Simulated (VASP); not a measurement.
# PtSe2 (P-3m1) in VASP: notebook, part 2 of 2

VASP 6.6.1. The steps go on from the part before.

**4. Single point, PBE (strain +0.015 along x and y, +0.015 along z)**

File INCAR:

```
ALGO = Normal
EDIFF = 1E-6
ENCUT = 520
GGA = PE
ISIF = 2
ISMEAR = 0
LASPH = True
LCHARG = True
LELF = True
LREAL = False
LVHAR = True
LWAVE = False
NBANDS = 18
NELM = 80
PREC = Accurate
SIGMA = 0.15
```

File KPOINTS:

```
k-points
0
Gamma
  12 12 10
```

File POSCAR:

```
PtSe2
1.0
    3.7798606137      0.0000000000      0.0000000000
   -1.8899303068      3.2734553142      0.0000000000
    0.0000000000      0.0000000000      5.1379300000
Pt Se
1 2
Direct
    0.0000000000      0.0000000000      0.0000000000
    0.3333333333      0.6666666667      0.2500000000
    0.6666666667      0.3333333333      0.7500000000
```

Potentials or basis: VASP PAW PBE potentials, release 64 (Pt, Se).

Run with:

```bash
$ cat potpaw_PBE.64/Pt/POTCAR potpaw_PBE.64/Se/POTCAR > POTCAR
$ mpirun -np 1 vasp_std > vasp.out
```

OUTCAR:

```text
EDIFF = 1E-6
   ENCUT = 520
   GGA = PE
   ISIF = 2
   ISMEAR = 0
   LASPH = True
   LREAL = False
   NELM = 80
   PREC = Accurate

 ion  position               nearest neighbor table
   1  0.000  0.000  0.000-   2 2.53   3 2.53   2 2.53   3 2.53   3 2.53   2 2.53
   2  0.333  0.667  0.250-   1 2.53   1 2.53   1 2.53
   3  0.667  0.333  0.750-   1 2.53   1 2.53   1 2.53

  LATTYP: Found a hexagonal cell.
 ALAT       =     3.7798606137
[... 197 lines left out ...]
      5      -0.1917      2.00000
      6       2.1586      2.00000
[... 481 lines left out ...]
      5       0.1460      2.00000
      6       1.6042      2.00000
[... 10 lines left out ...]
     17      14.3971      0.00000
     18      14.6293      0.00000

 [... further k-points ...]
[... 5 lines left out ...]
  --------------------------------------------------------------------------------------
  -------------------------------------------------------------------------------------
  Total        0.5481810      0.5481810      0.5764674      0.0000000     -0.0000000     -0.0000000
  in kB       13.8154219     13.8154219     14.5283047      0.0000000     -0.0000000     -0.0000000
  external PRESSURE =      14.0530495 kB  Pullay stress =       0.0000000 kB

 VOLUME and BASIS-vectors are now :
 -----------------------------------------------------------------------------
  energy-cutoff  :      520.00
  volume of cell :       63.57
      direct lattice vectors                 reciprocal lattice vectors
     3.779860614  0.000000000  0.000000000     0.264560020  0.152743799  0.000000000
    -1.889930307  3.273455314  0.000000000     0.000000000  0.305487598  0.000000000
     0.000000000  0.000000000  5.137930000     0.000000000  0.000000000  0.194630912

 POSITION                                       TOTAL-FORCE (eV/Angst)
 -----------------------------------------------------------------------------------
      0.00000      0.00000      0.00000        -0.000000      0.000000      0.000000
     -0.00000      2.18230      1.28448         0.000000     -0.000000      0.042349
      1.88993      1.09115      3.85345         0.000000      0.000000     -0.042349
 -----------------------------------------------------------------------------------
    total drift:                               -0.000000     -0.000000     -0.000000

  FREE ENERGIE OF THE ION-ELECTRON SYSTEM (eV)
  ---------------------------------------------------
  free  energy   TOTEN  =       -14.2630137306 eV

  energy  without entropy=      -14.2561654415  energy(sigma->0) =      -14.25958959
```

OSZICAR:

```text
N       E                     dE             d eps       ncg     rms          rms(c)
DAV:   1     0.110655700555E+03    0.11066E+03   -0.99982E+03  5880   0.107E+03
DAV:   2    -0.972657557019E+01   -0.12038E+03   -0.11634E+03  7190   0.209E+02
DAV:   3    -0.150056739942E+02   -0.52791E+01   -0.52283E+01  7076   0.435E+01
DAV:   4    -0.150486135668E+02   -0.42940E-01   -0.42919E-01  7170   0.427E+00
DAV:   5    -0.150490769983E+02   -0.46343E-03   -0.46342E-03  7126   0.430E-01    0.119E+01
DAV:   6    -0.145120827238E+02    0.53699E+00   -0.43458E+00  6052   0.189E+01    0.753E+00
DAV:   7    -0.142795885499E+02    0.23249E+00   -0.85051E-01  5978   0.900E+00    0.366E+00
DAV:   8    -0.142652211509E+02    0.14367E-01   -0.53250E-02  6414   0.155E+00    0.821E-01
DAV:   9    -0.142628266857E+02    0.23945E-02   -0.72333E-03  6588   0.822E-01    0.188E-01
DAV:  10    -0.142630097174E+02   -0.18303E-03   -0.12532E-03  6754   0.214E-01    0.409E-02
DAV:  11    -0.142630116695E+02   -0.19521E-05   -0.48052E-05  7530   0.602E-02    0.252E-02
DAV:  12    -0.142630133556E+02   -0.16860E-05   -0.10589E-05  6308   0.214E-02    0.259E-03
DAV:  13    -0.142630137306E+02   -0.37502E-06   -0.70980E-07  5278   0.521E-03
   1 F= -.14263014E+02 E0= -.14259590E+02  d E =-.684829E-02
```

Run time: 61 s. Hardware: 1 thread of Intel Xeon 6975P-C (Granite Rapids), shared host; peak memory 0.31 GiB.

Results:

```
Free energy            : -14.2630 eV
Pressure               : 1.4 GPa
Largest force          : 0.042 eV/Å
Band gap on the k mesh : zero (band 11 reaches 6.32 eV, above the bottom of band 12 at 5.94 eV)
```

Forces in eV/Å, atoms in the order of the input:
```
Pt   0.000  0.000  0.000
Se   0.000  0.000  0.042
Se   0.000  0.000 -0.042
```

Caveat: the cell differs from its parent crystal (strain +0.015 along x and y, +0.015 along z); spin-orbit coupling is left out, which moves the levels of the heavy elements.

**5. Single point, PBE (strain +0.030 along x and y, +0.000 along z)**

File INCAR:

```
SYSTEM = PtSe2
  ALGO = Normal
  EDIFF = 1E-7
  ENCUT = 520
  GGA = PE
  ISIF = 2
  ISMEAR = 0
  LASPH = .True.
  LCHARG = .False.
  LREAL = .False.
  LWAVE = .False.
  NBANDS = 18
  NELM = 60
  PREC = Accurate
  SIGMA = 0.15
```

File KPOINTS:

```
k-points
0
Gamma
  12 12 10
  0 0 0
```

File POSCAR:

```
PtSe2
1.0
    3.8357206227      0.0000000000      0.0000000000
   -1.9178603114      3.3218315011      0.0000000000
    0.0000000000      0.0000000000      5.0620000000
Pt Se
1 2
Direct
    0.0000000000      0.0000000000      0.0000000000
    0.3333333333      0.6666666667      0.2500000000
    0.6666666667      0.3333333333      0.7500000000
```

Run with:

```bash
$ cat potpaw_PBE.64/Pt/POTCAR potpaw_PBE.64/Se/POTCAR > POTCAR
$ mpirun -np 1 vasp_std > vasp.out
```

Run time: 2.7 min. Hardware: 1 thread of Intel Xeon Platinum 8375C at 2.90GHz (Ice Lake), shared host; peak memory 0.32 GiB.

It converged, with:

```yaml
Free_energy: -14.2547 eV
Pressure: -1.0 GPa
Largest_force: 0.051 eV/Å
Band_gap_on_the_k_mesh: zero (band 11 reaches 6.18 eV, above the bottom of band 12 at 5.69 eV)
```

Forces in eV/Å, atoms in the order of the input:
```
Pt   0.000  0.000  0.000
Se   0.000  0.000 -0.051
Se   0.000  0.000  0.051
```

Stress tensor (GPa, compression positive):
```
-1.80  0.00  0.00
 0.00 -1.80  0.00
 0.00  0.00  0.50
```

Levels at points of the mesh, in eV from the Fermi level:
| k point | band 7 | band 8 | band 9 | band 10 | band 11 | band 12 | band 13 | band 14 | band 15 | band 16 |
| --- | --- | --- | --- | --- | --- | --- | --- | --- | --- | --- |
| (0.00, 0.00, 0.00) | -3.64 | -2.31 | -1.04 | -1.04 | 0.46 | 1.31 | 1.31 | 3.66 | 3.73 | 7.21 |
| (0.50, 0.00, 0.00) | -3.39 | -3.34 | -3.24 | -3.17 | -2.79 | 0.61 | 2.19 | 4.58 | 5.93 | 7.18 |
| (0.00, 0.00, 0.50) | -3.67 | -2.66 | -1.69 | -1.47 | -1.47 | 2.11 | 2.11 | 4.86 | 5.86 | 6.61 |
| (0.50, 0.00, 0.50) | -3.25 | -3.21 | -2.97 | -2.69 | -1.18 | 0.92 | 1.27 | 4.49 | 4.97 | 7.53 |

Caveat: the cell differs from its parent crystal (strain +0.030 along x and y, +0.000 along z); spin-orbit coupling is left out, which moves the levels of the heavy elements.

**6. Overview**

```tsv
cell	gap on the mesh (eV)	pressure (GPa)	largest force (eV/Å)
a = 3.780, b = 3.780, c = 5.062 Å, angles 90.0, 90.0, 120.0°, 3 atoms	none	2.8	0.24
a = 3.836, b = 3.836, c = 4.986 Å, angles 90.0, 90.0, 120.0°, 3 atoms	none	0.2	0.13
a = 3.780, b = 3.780, c = 5.138 Å, angles 90.0, 90.0, 120.0°, 3 atoms	none	1.4	0.04
a = 3.836, b = 3.836, c = 5.062 Å, angles 90.0, 90.0, 120.0°, 3 atoms	none	-1.0	0.05
```

Alike in all rows: task single point; level PBE; potentials or basis VASP PAW PBE potentials, release 64 (Pt, Se); no spin polarisation; k mesh 12 × 12 × 10; cutoff (eV) 520; smearing gaussian 0.15 eV.

Caveats: spin-orbit coupling is left out, which moves the levels of the heavy elements.

Absolute energies hang on the potentials; compare differences alone.
